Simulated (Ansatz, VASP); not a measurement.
InAs: VASP beside Ansatz

```xyz
2
Lattice="0.0000 3.0435 3.0435 3.0435 0.0000 3.0435 3.0435 3.0435 0.0000" Properties=species:S:1:pos:R:3 pbc="T T T"
In    0.0000    0.0000    0.0000
As    4.5653    4.5653    4.5653
```

Alike in both runs: task single point; functional PBEsol; k mesh 10 × 10 × 10; occupations gaussian, width 0.05 eV; no spin polarisation.

|  | VASP | Ansatz |
| --- | --- | --- |
| version | VASP 6.6.1 | Ansatz 0.2.0 |
| potentials or method | VASP PAW PBE potentials, release 64 (In_d, As), cutoff 520 eV | scalar-relativistic, plane waves, PAW |
| valence electrons in the cell | 18 | 28 |

```tsv
	VASP	Ansatz	Ansatz less VASP
gap on the k mesh at the Fermi level (eV)	none	none	-
pressure (GPa)	0.1	0.0	-0.08
```

VASP's potentials were made for PBE, not for PBEsol. A gap of «none» marks a metal or a gap that the smearing closes. The functional is the same, so the differences come from potentials, cutoffs and numerics. VASP's potentials hold 18 valence electrons a cell and Ansatz's 28, so a difference there can come from the potentials and not from the codes.
